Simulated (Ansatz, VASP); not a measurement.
La in VASP and in Ansatz

INCAR

```
SYSTEM = La
PREC = Accurate
ENCUT = 520
EDIFF = 1E-6
ISMEAR = -1
SIGMA = 0.05
LREAL = .False.
LASPH = .True.
NELM = 80
ALGO = Normal
ISIF = 2
LWAVE = .False.
LCHARG = .False.
GGA = PE
NBANDS = 12
```

The input KPOINTS:

```
regular mesh
0
Gamma
  11 11 11
  0 0 0
```

POSCAR

```
La
1.0
    0.0000000000      2.6655369349      2.6655369349
    2.6655369349      0.0000000000      2.6655369349
    2.6655369349      2.6655369349      0.0000000000
La
1
Direct
    0.0000000000      0.0000000000      0.0000000000
```

Input for Ansatz:

```yaml
crystal:
  lattice:
    - [0.0, 2.6655369349, 2.6655369349]
    - [2.6655369349, 0.0, 2.6655369349]
    - [2.6655369349, 2.6655369349, 0.0]
  atoms:
    - { symbol: La, position: [0.0, 0.0, 0.0] }
kpoints:
  mp_grid: { grid: [11, 11, 11] }
scf:
  occupations: { method: fermi_dirac, width: 0.05 }
hamiltonian:
  xc: pbe
  pseudopotentials: { kind: all_electron, lapw: { basis_error: 0.00025 } }
output:
  forces: true
  stress: true
  eigenvalues: true
```

Change from the starting cell: volume scaled by 1.02.

Alike in both runs: task single point; functional PBE; k mesh 11 × 11 × 11; occupations fermi-dirac, width 0.05 eV; no spin polarisation.

```csv
,VASP,Ansatz
version,VASP 6.6.1,Ansatz 0.2.0
potentials or method,"VASP PAW PBE potentials, release 64 (La), cutoff 520 eV","all-electron LAPW, scalar-relativistic"
```

```csv
,VASP,Ansatz,Ansatz less VASP
pressure (GPa),-0.6,-0.6,-0.03
```

Ansatz ran all-electron here, and VASP with PAW potentials.

Spin-orbit coupling is off throughout.
